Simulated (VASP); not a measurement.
## WC (de600): single point with LDA

The system is WC (de600).

```xyz
2
Lattice="2.8821 0.0000 0.0000 -1.4410 2.4959 0.0000 0.0000 0.0000 2.8239" Properties=species:S:1:pos:R:3 pbc="T T T"
W     0.0000    0.0000    0.0000
C     1.4410    0.8320    1.4119
```

```yaml
Program: VASP 6.6.1
Task: single point
Functional: LDA
Potentials_or_basis: VASP PAW LDA potentials, release 64 (W_sv, C_h)
Cutoff: 910 eV
k_mesh: 9 × 9 × 6
Occupations: gaussian, width 0.1 eV
Spin: no spin polarisation
```

The pressure is 1.2 GPa and the band gap on the k mesh is zero (band 9 reaches 12.15 eV, above the bottom of band 10 at 10.98 eV).

Stress tensor (GPa, compression positive):
```
 3.02  0.00  0.00
 0.00  3.02  0.00
 0.00  0.00 -2.36
```

Levels at points of the mesh, in eV from the Fermi level:
```csv
k point,band 5,band 6,band 7,band 8,band 9,band 10,band 11,band 12,band 13,band 14
"(0.00, 0.00, 0.00)",-14.47,-4.48,-3.43,-3.43,0.05,3.24,3.24,5.67,5.67,6.65
"(0.00, 0.00, 0.50)",-10.27,-8.77,-2.08,-2.08,-0.67,-0.67,3.63,4.53,4.53,10.07
```

Wall time 28 s on 1 thread of AMD EPYC 7R13 Processor (Zen 3) (shared host), peak memory 0.14 GiB.

Caveat: the k points lie up to 0.37 Å⁻¹ apart; the cutoff is under 1.25 times the usual one of these potentials, so pressure, stress and relaxed cells hold a basis-set (Pulay) error; spin-orbit coupling is left out, which moves the levels of the heavy elements.
